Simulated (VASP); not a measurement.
A run of VASP 6.6.1 is set up as follows.

File POSCAR:

```
CO2
1.0
   -1.9548127153      1.9548127153      2.9673315043
    1.9548127153     -1.9548127153      2.9673315043
    1.9548127153      1.9548127153     -2.9673315043
C O
2 4
Direct
    0.0000000000      0.0000000000      0.0000000000
    0.7500000000      0.2500000000      0.5000000000
    0.3750000000      0.2923507872      0.4173507872
    0.7076492128      0.1250000000      0.0826492128
    0.8750000000      0.9576492128      0.5826492128
    0.0423507872      0.6250000000      0.9173507872
```

Contents of INCAR.step1:

```
PREC = Accurate ; ENCUT = 910
ISMEAR = -1 ; SIGMA = 0.02
LREAL = F ; LASPH = T
NELM = 120 ; NBANDS = 25
GGA = PE ; ALGO = Normal
EDIFF = 1E-5 ; LWAVE = T
LCHARG = F ; GGA_COMPAT = F
```

The input INCAR.step2:

```
PREC = Accurate ; ENCUT = 910
EDIFF = 1E-6 ; ISMEAR = -1
SIGMA = 0.02 ; LREAL = F
LASPH = T ; NELM = 120
ALGO = Normal ; ISIF = 2
LWAVE = F ; LCHARG = F
METAGGA = R2SCAN ; LMIXTAU = T
NBANDS = 25 ; ISTART = 1
GGA_COMPAT = F
```

The input KPOINTS:

```
regular mesh
0
Gamma
  8 8 8
```

Potentials or basis: VASP PAW PBE potentials, release 64 (C_h, O_h).

Command:

```bash
$ cat potpaw_PBE.64/C_h/POTCAR potpaw_PBE.64/O_h/POTCAR > POTCAR
$ cp INCAR.step1 INCAR
$ mpirun -np 1 vasp_std > vasp.out
$ cp INCAR.step2 INCAR
$ mpirun -np 1 vasp_std > vasp.out
```

**Question.** Estimate the pressure.

**Answer.** -0.5 GPa.

**Question.** Predict the largest force.

**Answer.** 0.015 eV/Å.

**Question.** What does it give for the band gap on the k mesh?

**Answer.** 8.57 eV (least direct gap 8.95 eV).

Forces in eV/Å, atoms in the order of the input:
```
C    0.000  0.000  0.000
C    0.000  0.000  0.000
O    0.015  0.000  0.000
O    0.000 -0.015  0.000
O   -0.015  0.000  0.000
O    0.000  0.015  0.000
```

Caveat: the PAW data sets were made with another functional, which shifts forces and pressure a little. r2SCAN opens gaps a little over a GGA but as a rule still falls short of measured ones.
